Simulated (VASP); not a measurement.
Set up this calculation in VASP 6.6.1, as the native input.

```
Task                   : single point
Functional             : LDA
Potentials or basis    : VASP PAW LDA potentials, release 64 (Ru_pv, C)
Cutoff                 : 520 eV
k mesh                 : 12 × 12 × 1
Occupations            : gaussian, width 0.1 eV
Spin                   : collinear spin
Starting moments       : [0.0, 0.0, 0.0, 0.0, 0.0, 2.0] μB
Dipole correction      : yes
Further INCAR settings : ALGO = Normal; EDIFF = 1e-06; NBANDS = 50
```

The structure of Ru5C lies in POSCAR:

```
Ru5C
1.0
    2.6740588505      0.0000000000      0.0000000000
   -1.3370294253      2.3158028958      0.0000000000
    0.0000000000      0.0000000000     25.3999246690
Ru C
5 1
Direct
    0.6666666667      0.3333333333      0.1574807820
    0.3333333333      0.6666666667      0.2406849853
    0.6666666667      0.3333333333      0.3240221034
    0.3333333333      0.6666666667      0.4078536871
    0.6666666667      0.3333333333      0.4881874585
    1.1666666667      0.3333333333      0.5972429000
```

One way to write it, as run:

INCAR

```
PREC     = Accurate       # precision mode
ENCUT    = 520            # plane-wave cutoff, eV
EDIFF    = 1E-6           # SCF threshold, eV
ISMEAR   = 0              # smearing method
SIGMA    = 0.1            # smearing width, eV
LREAL    = False          # projectors in reciprocal space
LASPH    = True           # aspherical terms in the spheres
NELM     = 150            # most SCF steps
ALGO     = Normal         # electronic algorithm
ISIF     = 2              # what is computed and relaxed
LWAVE    = False          # write WAVECAR
LCHARG   = True           # write CHGCAR
ISPIN    = 2              # spin polarisation
MAGMOM   = 0 0 0 0 0 2    # initial moments
LORBIT   = 11             # projections on sites
LMAXMIX  = 4              # l up to which the mixer works
LDIPOL   = True         
IDIPOL   = 3            
DIPOL    = 0.5 0.5 0.369
LVHAR    = True         
LVACPOTAV= True         
NBANDS   = 50             # bands
KPAR     = 4
```

KPOINTS

```
regular mesh
0
Gamma
  12 12 1
```

Potentials or basis: VASP PAW LDA potentials, release 64 (Ru_pv, C).

Command:

```bash
$ cat potpaw_LDA.64/Ru_pv/POTCAR potpaw_LDA.64/C/POTCAR > POTCAR
$ mpirun -np 4 vasp_std > vasp.out
```

It gave:

```
Largest force                                         : 1.531 eV/Å
Band gap on the k mesh                                : zero (filled and empty bands overlap)
Net moment                                            : 0.00 μB per cell
Valence electrons inside the program's atomic spheres : Ru 12.59, 12.73, 12.75, 12.77, 12.61; C 1.91
```

Wall time 18 min on 4 MPI ranks on Oxide Virtual Turin-like Processor, with other jobs on the host, peak memory 0.53 GiB a rank.
